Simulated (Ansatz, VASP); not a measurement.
HgTe in VASP and in Ansatz

```
Hg Te
1.0
     0.00000    2.90189    2.90189
     2.90189    0.00000    2.90189
     2.90189    2.90189    0.00000
Hg Te
1 1
Direct
  0.00000 0.00000 0.00000
  0.50000 0.50000 0.50000
```

Change from the starting cell: volume scaled by 0.98, crystal datasets.

Alike in both runs: task electric field gradients; functional PBEsol; k mesh 12 × 12 × 12; occupations fermi-dirac, width 0.08 eV; no spin polarisation.

|  | VASP | Ansatz |
| --- | --- | --- |
| version | VASP 6.6.1 | Ansatz 0.2.0 |
| potentials or method | VASP PAW PBE potentials, release 64 (Hg, Te), cutoff 520 eV | all-electron PAW with datasets made for the crystal, scalar-relativistic |

```csv
,VASP,Ansatz,Ansatz less VASP
pressure (GPa),8.3,8.0,-0.34
```

VASP's potentials were made for PBE, not for PBEsol. Ansatz ran all-electron here, and VASP with PAW potentials.

Neither program's run includes spin-orbit coupling.
